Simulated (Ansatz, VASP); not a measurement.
Mo in VASP and in Ansatz

Contents of INCAR:

```
SYSTEM = Mo
PREC = Accurate
ENCUT = 520
EDIFF = 1E-6
ISMEAR = -1
SIGMA = 0.1
LREAL = .False.
LASPH = .True.
NELM = 150
ALGO = Normal
ISIF = 2
LWAVE = .False.
LCHARG = .False.
MAGMOM = 0 0 0
LORBIT = 11
LSORBIT = .True.
GGA_COMPAT = .False.
LORBMOM = .True.
LMAXMIX = 4
GGA = CA
NBANDS = 25
```

The input KPOINTS:

```
regular mesh
0
Gamma
  14 14 14
  0 0 0
```

File POSCAR:

```
Mo
1.0
    0.0000000000      1.9679579650      1.9679579650
    1.9679579650      0.0000000000      1.9679579650
    1.9679579650      1.9679579650      0.0000000000
Mo
1
Direct
    0.0000000000      0.0000000000      0.0000000000
```

Input for Ansatz:

```yaml
crystal:
  lattice:
    - [0.0, 1.967957965, 1.967957965]
    - [1.967957965, 0.0, 1.967957965]
    - [1.967957965, 1.967957965, 0.0]
  atoms:
    - { symbol: Mo, position: [0.0, 0.0, 0.0] }
hamiltonian:
  xc: lda
  pseudopotentials:
    kind: paw_fr
    azcp:
      Mo: "pseudopotentials/Mo.paw.azcp"
basis:
  ecutwfc: 420
  fft_grid_basis: typed
kpoints:
  mp_grid: { grid: [14, 14, 14], shift: [0, 0, 0] }
magnetization:
  noncollinear: true
  spin_orbit: true
scf:
  occupations: { method: fermi_dirac, width: 0.1 }
```

Alike in both runs: task single point; functional LDA; k mesh 14 × 14 × 14; occupations fermi-dirac, width 0.1 eV; non-collinear spin, spin-orbit coupling.

|  | VASP | Ansatz |
| --- | --- | --- |
| version | VASP 6.6.1 | Ansatz 0.2.0 |
| potentials or method | VASP PAW LDA potentials, release 64 (Mo_sv), cutoff 520 eV | plane waves (420 eV) with PAW, fully relativistic with spin-orbit coupling |
| valence electrons in the cell | 14 | 14 |

```csv
,VASP,Ansatz,Ansatz less VASP
net moment per atom (μB),0.00,0.00,0.000
```

Ansatz warns that its potentials were made for another functional, while VASP's fit it. LDA's correlation is that of Perdew and Zunger in VASP and of Perdew and Wang (1992) in Ansatz.
